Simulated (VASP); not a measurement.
Write the native input for VASP 6.6.1 that does the following.

* Task: single point
* Functional: PBE
* Potentials or basis: VASP PAW PBE potentials, release 64 (C, Ba_sv)
* Cutoff: 600 eV
* k mesh: 4 × 4 × 4
* Occupations: gaussian, width 0.05 eV
* Spin: no spin polarisation
* Dipole correction: no
* Further INCAR settings: ALGO = Normal; EDIFF = 1e-06; NBANDS = 19

The structure of Ba2C lies in POSCAR:

```
Ba2C
1.0
    0.0000000000      3.3603721161      3.3603721161
    3.3603721161      0.0000000000      3.3603721161
    3.3603721161      3.3603721161      0.0000000000
C Ba
1 2
Direct
    0.0000000000      0.0000000000      0.0000000000
    0.2500000000      0.2500000000      0.2500000000
    0.7500000000      0.7500000000      0.7500000000
```

The input as run:

INCAR

```
SYSTEM = Ba2C
  PREC = Accurate
  ENCUT = 600
  EDIFF = 1E-6
  ISMEAR = 0
  SIGMA = 0.05
  LREAL = .False.
  LASPH = .True.
  NELM = 120
  ALGO = Normal
  ISIF = 2
  LWAVE = .False.
  LCHARG = .False.
  GGA = PE
  NBANDS = 19
  GGA_COMPAT = .False.
```

KPOINTS

```
Automatic mesh
0
Gamma
  4 4 4
  0 0 0
```

Potentials or basis: VASP PAW PBE potentials, release 64 (C, Ba_sv).

Run with:

```sh
$ cat potpaw_PBE.64/C/POTCAR potpaw_PBE.64/Ba_sv/POTCAR > POTCAR
$ mpirun -np 1 vasp_std > vasp.out
```

Results of the run:

The pressure is 8.6 GPa. The band gap on the k mesh is zero (bands 12 and 13 overlap by 0.03 eV).

Caveat: the k points lie up to 0.40 Å⁻¹ apart; spin-orbit coupling is left out, which moves the levels of the heavy elements.

It took 28 s on 1 thread of AMD EPYC 7R43 64-Core Processor (Zen 3), with other jobs on the host, peak memory 0.2 GiB.
